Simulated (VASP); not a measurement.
# SrO (P6_3/mmc) in VASP: further runs

Runs on SrO. Level: r2SCAN. Tasks: single point.

All numbers are computed with VASP 6.6.1; they aren't measurements. Logs are shortened: lines on timing, memory, paths and dates and some standing lists are left out, and cuts for length are marked.

## 1. The cell of the first run

The structure is hexagonal, space group P6_3/mmc (No. 194). The conventional cell has a = 4.183 Å, b = 4.183 Å, c = 5.039 Å, α = 90.00°, β = 90.00°, γ = 120.00°. Sr (site symmetry -6m2) has 5 O at 2.41 to 2.52 Å within 3.2 Å. O (site symmetry -6m2) has 5 Sr at 2.41 to 2.52 Å within 3.2 Å.

## 2. Single point, r2SCAN (volume changed by -6%)

POSCAR

```
SrO
1.0
    4.1828574430      0.0000000000      0.0000000000
   -2.0914287215      3.6224608061      0.0000000000
    0.0000000000      0.0000000000      5.0394385942
Sr O
2 2
Direct
    0.3333333333      0.6666666667      0.2500000000
    0.6666666667      0.3333333333      0.7500000000
    0.6666666667      0.3333333333      0.2500000000
    0.3333333333      0.6666666667      0.7500000000
```

INCAR.step1

```
SYSTEM = SrO
PREC     = Accurate       ! precision mode
ENCUT    = 520            ! plane-wave cutoff, eV
ISMEAR   = 0              ! smearing method
SIGMA    = 0.01           ! smearing width, eV
LREAL    = .False.        ! projectors in reciprocal space
LASPH    = .True.         ! aspherical terms in the spheres
NELM     = 100            ! most SCF steps
NBANDS   = 24             ! bands
GGA      = PE             ! functional
ALGO     = Normal         ! electronic algorithm
EDIFF    = 1E-4           ! SCF threshold, eV
LWAVE    = .True.         ! write WAVECAR
LCHARG   = .False.        ! write CHGCAR
```

INCAR.step2

```
SYSTEM = SrO
PREC     = Accurate       ! precision mode
ENCUT    = 520            ! plane-wave cutoff, eV
EDIFF    = 1E-6           ! SCF threshold, eV
ISMEAR   = 0              ! smearing method
SIGMA    = 0.01           ! smearing width, eV
LREAL    = .False.        ! projectors in reciprocal space
LASPH    = .True.         ! aspherical terms in the spheres
NELM     = 100            ! most SCF steps
ALGO     = Normal         ! electronic algorithm
ISIF     = 2              ! what is computed and relaxed
LWAVE    = .False.        ! write WAVECAR
LCHARG   = .False.        ! write CHGCAR
METAGGA  = R2SCAN         ! meta-GGA
LMIXTAU  = .True.       
NBANDS   = 24             ! bands
ISTART   = 1
```

KPOINTS

```
regular mesh
0
Gamma
  6 6 4
  0 0 0
```

Potentials or basis: VASP PAW PBE potentials, release 64 (Sr_sv, O).

Started as:

```sh
$ cat potpaw_PBE.64/Sr_sv/POTCAR potpaw_PBE.64/O/POTCAR > POTCAR
$ cp INCAR.step1 INCAR
$ mpirun -np 1 vasp_std > vasp.out
$ cp INCAR.step2 INCAR
$ mpirun -np 1 vasp_std > vasp.out
```

OUTCAR:

```text
SYSTEM = SrO
   PREC = Accurate
   ENCUT = 520
   EDIFF = 1E-6
   ISMEAR = 0
   LREAL = .False.
   LASPH = .True.
   NELM = 100
   ISIF = 2
   METAGGA = R2SCAN
   ISTART = 1

 ion  position               nearest neighbor table
   1  0.333  0.667  0.250-   3 2.41   3 2.41   3 2.41   4 2.52   4 2.52   2 3.49   2 3.49   2 3.49
                             2 3.49   2 3.49   2 3.49
   2  0.667  0.333  0.750-   4 2.41   4 2.41   4 2.41   3 2.52   3 2.52   1 3.49   1 3.49   1 3.49
                             1 3.49   1 3.49   1 3.49
   3  0.667  0.333  0.250-   1 2.41   1 2.41   1 2.41   2 2.52   2 2.52
   4  0.333  0.667  0.750-   2 2.41   2 2.41   2 2.41   1 2.52   1 2.52

  LATTYP: Found a hexagonal cell.
 ALAT       =     4.1828574430
 C/A-ratio  =     1.2047837305

  Lattice vectors:

 A1 = (   4.1828574430,   0.0000000000,   0.0000000000)
 A2 = (  -2.0914287215,   3.6224608061,   0.0000000000)
 A3 = (   0.0000000000,   0.0000000000,   5.0394385942)

Analysis of symmetry for initial positions (statically):
=====================================================================
 Subroutine PRICEL returns:
 Original cell was already a primitive cell.

 Routine SETGRP: Setting up the symmetry group for a
 hexagonal supercell.

 Subroutine GETGRP returns: Found 24 space group operations
 (whereof 12 operations were pure point group operations)
 out of a pool of 24 trial point group operations.

The static configuration has the point symmetry D_3d.
 The point group associated with its full space group is D_6h.

Analysis of symmetry for dynamics (positions and initial velocities):
=====================================================================
 Subroutine PRICEL returns:
 Original cell was already a primitive cell.

 Routine SETGRP: Setting up the symmetry group for a
 hexagonal supercell.

 Subroutine GETGRP returns: Found 24 space group operations
 (whereof 12 operations were pure point group operations)
 out of a pool of 24 trial point group operations.

The dynamic configuration has the point symmetry D_3d.
 The point group associated with its full space group is D_6h.

 Subroutine INISYM returns: Found 24 space group operations
 (whereof 12 operations are pure point group operations),
 and found     1 'primitive' translations
[... 89 lines left out ...]
   ISPIN  =      1    spin polarized calculation?
   LNONCOLLINEAR =      F non collinear calculations
   LSORBIT =      F    spin-orbit coupling
   LASPH  =      T    aspherical Exc in radial PAW
   ENCUT  =  520.0 eV  38.22 Ry    6.18 a.u.   7.78  7.78  9.37*2*pi/ulx,y,z
   NELM   =    100;   NELMIN=  2; NELMDL=  0     # of ELM steps
   EDIFF  = 0.1E-05   stopping-criterion for ELM
   LREAL  =      F    real-space projection
   EDIFFG = 0.1E-04   stopping-criterion for IOM
   NSW    =      0    number of steps for IOM
   IBRION =     -1    ionic relax: 0-MD 1-quasi-New 2-CG
   NFREE  =      0    steps in history (QN), initial steepest desc. (CG)
   ISIF   =      2    stress and relaxation
   ISYM   =      2    0-nonsym 1-usesym 2-fastsym
   POTIM  = 0.5000    time-step for ionic-motion
   TEBEG  =    0.0;   TEEND  =   0.0 temperature during run
   PSTRESS=    0.0 pullay stress
   NELECT =      32.0000    total number of electrons
   NUPDOWN=      -1.0000    fix difference up-down
   EMIN   =  10.00;   EMAX   =-10.00  energy-range for DOS
   EFERMI =   0.00;   METHOD = LEGACY
   ISMEAR =     0;   SIGMA  =   0.01  broadening in eV -4-tet -1-fermi 0-gaus
   EFERMI_NEDOS =   21; number of points for ismear=-14 and -15
   IALGO  =     38    algorithm
   IMIX   =      4    mixing-type and parameters
     AMIX     =   0.40;   BMIX     =  1.00
     AMIX_MAG =   1.60;   BMIX_MAG =  1.00
  volume/ion in A,a.u.               =      19.09       128.82
  Fermi-wavevector in a.u.,A,eV,Ry     =   1.225101  2.315105 20.420606  1.500872
  Thomas-Fermi vector in A             =   2.360151
   LORBIT       =      0    0 simple, 1 ext, 2 COOP (PROOUT), +10 PAW based schemes
   METAGGA = R2SCAN    functional components
   LHFCALC =     F    Hartree Fock is set to
   AEXX    =    0.0000 exact exchange contribution
   IVDW    =     0    specifies the selected vdW correction
   LEPSILON=     F    determine dielectric tensor
   LRPA    =     F    only Hartree local field effects (RPA)
 non-spin polarized calculation
 Gauss-broadening in eV      SIGMA  =   0.01
  energy-cutoff  :      520.00
  volume of cell :       76.36
 maximum number of plane-waves:      2077
 NGX is ok and might be reduce to    32
   NGX = 15   NGY = 15   NGZ = 19

 number of electron      32.0000004 magnetization

 Free energy of the ion-electron system (eV)
  ---------------------------------------------------
  ext. energy  EPLUGINS =         0.00000000
  ---------------------------------------------------
  free energy    TOTEN  =       -53.66726845 eV

  energy without entropy =      -53.66726845  energy(sigma->0) =      -53.66726845

 E-fermi :   0.8531     XC(G=0):  -9.7794

 val. band max:        0.7018323554   @ k =   0.0000   0.0000   0.0000
 cond. band min:       3.9156037917   @ k =   0.0000   0.0000   0.0000
 fundamental gap:      3.2137714362
 Fermi energy:         0.8530834731

 k-point     1 :       0.0000    0.0000    0.0000
  band No.  band energies     occupation
      1     -32.5391      2.00000
      2     -32.3162      2.00000
      3     -15.4113      2.00000
      4     -15.3520      2.00000
      5     -14.5686      2.00000
      6     -14.0802      2.00000
[... 556 lines left out ...]
     23      11.0861      0.00000
     24      11.0861      0.00000

------------------------ aborting loop because EDIFF is reached ----------------------------------------

  FORCE on cell =-STRESS in cart. coord.  units (eV):
  Direction    XX          YY          ZZ          XY          YZ          ZX
  --------------------------------------------------------------------------------------
  -------------------------------------------------------------------------------------
  Total        2.7468946      2.7468946      3.0486798      0.0000000     -0.0000000      0.0000000
  in kB       57.6359768     57.6359768     63.9681043      0.0000000     -0.0000000      0.0000000
  external PRESSURE =      59.7466860 kB  Pullay stress =       0.0000000 kB

 VOLUME and BASIS-vectors are now :
 -----------------------------------------------------------------------------
  energy-cutoff  :      520.00
  volume of cell :       76.36
      direct lattice vectors                 reciprocal lattice vectors
     4.182857443  0.000000000  0.000000000     0.239071021  0.138027718  0.000000000
    -2.091428721  3.622460806  0.000000000     0.000000000  0.276055437  0.000000000
     0.000000000  0.000000000  5.039438594     0.000000000  0.000000000  0.198434802

 POSITION                                       TOTAL-FORCE (eV/Angst)
 -----------------------------------------------------------------------------------
     -0.00000      2.41497      1.25986        -0.000000      0.000000      0.000000
      2.09143      1.20749      3.77958         0.000000     -0.000000      0.000000
      2.09143      1.20749      1.25986         0.000000     -0.000000      0.000000
     -0.00000      2.41497      3.77958        -0.000000     -0.000000      0.000000
 -----------------------------------------------------------------------------------
    total drift:                                0.000000     -0.000000      0.000000

  FREE ENERGIE OF THE ION-ELECTRON SYSTEM (eV)
  ---------------------------------------------------
  free  energy   TOTEN  =       -53.6672684474 eV

  energy  without entropy=      -53.6672684474  energy(sigma->0) =      -53.66726845
```

OUTCAR.step1:

```text
SYSTEM = SrO
   PREC = Accurate
   ENCUT = 520
   ISMEAR = 0
   LREAL = .False.
   LASPH = .True.
   NELM = 100
[... 794 lines left out ...]
      2.09143      1.20749      3.77958         0.000000     -0.000000      0.000000
      2.09143      1.20749      1.25986        -0.000000      0.000000      0.000000
     -0.00000      2.41497      3.77958         0.000000     -0.000000      0.000000
 -----------------------------------------------------------------------------------
    total drift:                                0.000000     -0.000000      0.000000

  FREE ENERGIE OF THE ION-ELECTRON SYSTEM (eV)
  ---------------------------------------------------
  free  energy   TOTEN  =       -23.7610325610 eV

  energy  without entropy=      -23.7610325610  energy(sigma->0) =      -23.76103256
```

OSZICAR.step1:

```text
N       E                     dE             d eps       ncg     rms          rms(c)
DAV:   1     0.192741034067E+03    0.19274E+03   -0.16213E+04  1008   0.125E+03
DAV:   2    -0.158616302880E+02   -0.20860E+03   -0.19320E+03  1424   0.289E+02
DAV:   3    -0.292203412525E+02   -0.13359E+02   -0.13273E+02  1592   0.668E+01
DAV:   4    -0.296147901026E+02   -0.39445E+00   -0.39420E+00  1360   0.930E+00
DAV:   5    -0.296199861661E+02   -0.51961E-02   -0.51960E-02  1448   0.104E+00    0.269E+01
DAV:   6    -0.240134135876E+02    0.56066E+01   -0.25040E+01  1136   0.273E+01    0.318E+01
DAV:   7    -0.238676738178E+02    0.14574E+00   -0.18955E+00  1376   0.783E+00    0.191E+01
DAV:   8    -0.237602423253E+02    0.10743E+00   -0.56719E-01  1208   0.514E+00    0.286E+00
DAV:   9    -0.237540011189E+02    0.62412E-02   -0.76762E-02  1312   0.172E+00    0.499E-01
DAV:  10    -0.237603423559E+02   -0.63412E-02   -0.81415E-03  1096   0.570E-01    0.318E-01
DAV:  11    -0.237606738054E+02   -0.33145E-03   -0.24405E-03  1256   0.281E-01    0.130E-01
DAV:  12    -0.237610506156E+02   -0.37681E-03   -0.74952E-04  1056   0.135E-01    0.535E-02
DAV:  13    -0.237610325610E+02    0.18055E-04   -0.77450E-05   912   0.571E-02
   1 F= -.23761033E+02 E0= -.23761033E+02  d E =-.269539E-12
```

Run time: 1.9 min. Hardware: 1 thread of Intel Xeon Platinum 8259CL at 2.50GHz (Skylake/Cascade Lake), shared host; peak memory 0.22 GiB.

What came out:

* Free energy: -53.6673 eV
* Pressure: 6.0 GPa
* Band gap on the k mesh: 3.21 eV, direct

Stress tensor (GPa, compression positive):
```
5.76 0.00 0.00
0.00 5.76 0.00
0.00 0.00 6.40
```

Caveat: the cell differs from its parent crystal (volume changed by -6%); the PAW data sets were made with another functional, which shifts forces and pressure a little.

## 3. Single point, r2SCAN (volume changed by -3%)

POSCAR

```
SrO
1.0
    4.2268907573      0.0000000000      0.0000000000
   -2.1134453786      3.6605947748      0.0000000000
    0.0000000000      0.0000000000      5.0924892147
Sr O
2 2
Direct
    0.3333333333      0.6666666667      0.2500000000
    0.6666666667      0.3333333333      0.7500000000
    0.6666666667      0.3333333333      0.2500000000
    0.3333333333      0.6666666667      0.7500000000
```

INCAR.step1 is that of step 2.

Changes to INCAR.step2 since step 2:

```diff
@@ -3,3 +3,3 @@
 ENCUT    = 520            ! plane-wave cutoff, eV
-EDIFF    = 1E-6           ! SCF threshold, eV
+EDIFF    = 1E-7           ! SCF threshold, eV
 ISMEAR   = 0              ! smearing method
@@ -12,5 +12,7 @@
 LWAVE    = .False.        ! write WAVECAR
-LCHARG   = .False.        ! write CHGCAR
+LCHARG   = .True.         ! write CHGCAR
 METAGGA  = R2SCAN         ! meta-GGA
 LMIXTAU  = .True.       
+LELF     = .True.         ! ELF
+LVHAR    = .True.       
 NBANDS   = 24             ! bands
```

KPOINTS is that of step 2.

Potentials or basis: VASP PAW PBE potentials, release 64 (Sr_sv, O).

Started as:

```sh
$ cat potpaw_PBE.64/Sr_sv/POTCAR potpaw_PBE.64/O/POTCAR > POTCAR
$ cp INCAR.step1 INCAR
$ mpirun -np 1 vasp_std > vasp.out
$ cp INCAR.step2 INCAR
$ mpirun -np 1 vasp_std > vasp.out
```

OUTCAR:

```text
SYSTEM = SrO
   PREC = Accurate
   ENCUT = 520
   EDIFF = 1E-7
   ISMEAR = 0
   LREAL = .False.
   LASPH = .True.
   NELM = 100
   ISIF = 2
   METAGGA = R2SCAN
   ISTART = 1

 ion  position               nearest neighbor table
   1  0.333  0.667  0.250-   3 2.44   3 2.44   3 2.44   4 2.55   4 2.55   2 3.53   2 3.53   2 3.53
                             2 3.53   2 3.53   2 3.53
   2  0.667  0.333  0.750-   4 2.44   4 2.44   4 2.44   3 2.55   3 2.55   1 3.53   1 3.53   1 3.53
                             1 3.53   1 3.53   1 3.53
   3  0.667  0.333  0.250-   1 2.44   1 2.44   1 2.44   2 2.55   2 2.55
   4  0.333  0.667  0.750-   2 2.44   2 2.44   2 2.44   1 2.55   1 2.55

  LATTYP: Found a hexagonal cell.
 ALAT       =     4.2268907573
 C/A-ratio  =     1.2047837304

  Lattice vectors:

 A1 = (   4.2268907573,   0.0000000000,   0.0000000000)
 A2 = (  -2.1134453786,   3.6605947748,   0.0000000000)
 A3 = (   0.0000000000,   0.0000000000,   5.0924892147)

Analysis of symmetry for initial positions (statically):
=====================================================================
 Subroutine PRICEL returns:
 Original cell was already a primitive cell.
[... 172 lines left out ...]

 E-fermi :   0.6792     XC(G=0):  -9.6291

 val. band max:        0.5738644575   @ k =   0.0000   0.0000   0.0000
 cond. band min:       3.6902906832   @ k =   0.0000   0.0000   0.0000
 fundamental gap:      3.1164262257
 Fermi energy:         0.6791742663

 k-point     1 :       0.0000    0.0000    0.0000
  band No.  band energies     occupation
      1     -32.7827      2.00000
      2     -32.5881      2.00000
      3     -15.4799      2.00000
      4     -15.4435      2.00000
      5     -14.7486      2.00000
      6     -14.3096      2.00000
[... 556 lines left out ...]
     23      10.7336      0.00000
     24      10.7336      0.00000

------------------------ aborting loop because EDIFF is reached ----------------------------------------

  FORCE on cell =-STRESS in cart. coord.  units (eV):
  Direction    XX          YY          ZZ          XY          YZ          ZX
  --------------------------------------------------------------------------------------
  -------------------------------------------------------------------------------------
  Total        1.4216732      1.4216732      1.5614369      0.0000000      0.0000000      0.0000000
  in kB       28.9073030     28.9073030     31.7491591      0.0000000      0.0000000      0.0000000
  external PRESSURE =      29.8545884 kB  Pullay stress =       0.0000000 kB

 VOLUME and BASIS-vectors are now :
 -----------------------------------------------------------------------------
  energy-cutoff  :      520.00
  volume of cell :       78.80
      direct lattice vectors                 reciprocal lattice vectors
     4.226890757  0.000000000  0.000000000     0.236580517  0.136589825  0.000000000
    -2.113445379  3.660594775  0.000000000     0.000000000  0.273179650  0.000000000
     0.000000000  0.000000000  5.092489215     0.000000000  0.000000000  0.196367623

 POSITION                                       TOTAL-FORCE (eV/Angst)
 -----------------------------------------------------------------------------------
     -0.00000      2.44040      1.27312         0.000000     -0.000000      0.000000
      2.11345      1.22020      3.81937        -0.000000      0.000000      0.000000
      2.11345      1.22020      1.27312         0.000000     -0.000000      0.000000
     -0.00000      2.44040      3.81937         0.000000     -0.000000      0.000000
 -----------------------------------------------------------------------------------
    total drift:                                0.000000      0.000000     -0.000000

  FREE ENERGIE OF THE ION-ELECTRON SYSTEM (eV)
  ---------------------------------------------------
  free  energy   TOTEN  =       -53.7364185634 eV

  energy  without entropy=      -53.7364185634  energy(sigma->0) =      -53.73641856
```

OSZICAR.step1:

```text
N       E                     dE             d eps       ncg     rms          rms(c)
DAV:   1     0.192452818778E+03    0.19245E+03   -0.16283E+04  1008   0.125E+03
DAV:   2    -0.155212658627E+02   -0.20797E+03   -0.19415E+03  1408   0.287E+02
DAV:   3    -0.292700408663E+02   -0.13749E+02   -0.13645E+02  1584   0.673E+01
DAV:   4    -0.296625653449E+02   -0.39252E+00   -0.39220E+00  1392   0.950E+00
DAV:   5    -0.296686801393E+02   -0.61148E-02   -0.61146E-02  1440   0.105E+00    0.253E+01
DAV:   6    -0.241196062109E+02    0.55491E+01   -0.25301E+01  1136   0.269E+01    0.302E+01
DAV:   7    -0.239541872082E+02    0.16542E+00   -0.19233E+00  1376   0.786E+00    0.180E+01
DAV:   8    -0.238458496226E+02    0.10834E+00   -0.56326E-01  1192   0.513E+00    0.262E+00
DAV:   9    -0.238407845143E+02    0.50651E-02   -0.68431E-02  1336   0.163E+00    0.516E-01
DAV:  10    -0.238475262630E+02   -0.67417E-02   -0.77921E-03  1064   0.543E-01    0.273E-01
DAV:  11    -0.238479309086E+02   -0.40465E-03   -0.25753E-03  1280   0.280E-01    0.125E-01
DAV:  12    -0.238482845770E+02   -0.35367E-03   -0.68915E-04  1056   0.135E-01    0.455E-02
DAV:  13    -0.238482733816E+02    0.11195E-04   -0.40079E-05   968   0.402E-02
   1 F= -.23848273E+02 E0= -.23848273E+02  d E =-.686198-103
```

It took 2.3 min on 1 thread of Intel Xeon Platinum 8259CL at 2.50GHz (Skylake/Cascade Lake), shared host; peak memory 0.22 GiB.

What came out:

```yaml
Free_energy: -53.7364 eV
Pressure: 3.0 GPa
Band_gap_on_the_k_mesh: 3.12 eV, direct
```

Caveat: the cell differs from its parent crystal (volume changed by -3%); the PAW data sets were made with another functional, which shifts forces and pressure a little.

## 4. Single point, r2SCAN

This run uses another cell than the first one, of 20.31 Å³/atom, 1.064 times its volume.

POSCAR

```
SrO
1.0
    4.2700252748      0.0000000000      0.0000000000
   -2.1350126374      3.6979503628      0.0000000000
    0.0000000000      0.0000000000      5.1444569797
Sr O
2 2
Direct
    0.3333333333      0.6666666667      0.2500000000
    0.6666666667      0.3333333333      0.7500000000
    0.6666666667      0.3333333333      0.2500000000
    0.3333333333      0.6666666667      0.7500000000
```

INCAR.step1

```
  PREC = Accurate
  ENCUT = 520
  ISMEAR = 0
  SIGMA = 0.01
  LREAL = False
  LASPH = True
  NELM = 100
  NBANDS = 24
  GGA = PE
  ALGO = Normal
  EDIFF = 1E-4
  LWAVE = True
  LCHARG = False
```

INCAR.step2

```
  PREC = Accurate
  ENCUT = 520
  EDIFF = 1E-7
  ISMEAR = 0
  SIGMA = 0.01
  LREAL = False
  LASPH = True
  NELM = 100
  ALGO = Normal
  ISIF = 2
  LWAVE = False
  LCHARG = False
  METAGGA = R2SCAN
  LMIXTAU = True
  NBANDS = 24
  ISTART = 1
```

KPOINTS

```
Automatic mesh
0
Gamma
  6 6 4
```

Started as:

```sh
$ cat potpaw_PBE.64/Sr_sv/POTCAR potpaw_PBE.64/O/POTCAR > POTCAR
$ cp INCAR.step1 INCAR
$ mpirun -np 1 vasp_std > vasp.out
$ cp INCAR.step2 INCAR
$ mpirun -np 1 vasp_std > vasp.out
```

Wall time 2.1 min (1 thread of Intel Xeon Platinum 8259CL at 2.50GHz (Skylake/Cascade Lake), shared host); peak memory 0.21 GiB.

The run converged. Its results:

```
Free energy            : -53.7638 eV
Pressure               : 0.5 GPa
Band gap on the k mesh : 3.02 eV, direct
```

Levels at points of the mesh, in eV from the valence-band top:
| k point | band 14 | band 15 | band 16 | band 17 | band 18 | band 19 |
| --- | --- | --- | --- | --- | --- | --- |
| (0.00, 0.00, 0.00) | -0.89 | -0.32 | 0.00 | 3.02 | 6.73 | 6.73 |
| (0.50, 0.00, 0.00) | -0.35 | -0.33 | -0.27 | 4.63 | 5.26 | 5.62 |
| (0.00, 0.00, 0.50) | -1.09 | -1.09 | -1.09 | 4.72 | 4.72 | 8.48 |
| (0.50, 0.00, 0.50) | -0.90 | -0.43 | -0.43 | 5.29 | 5.29 | 8.00 |

Caveat: the PAW data sets were made with another functional, which shifts forces and pressure a little.

(Continued in part 2 of 2.)
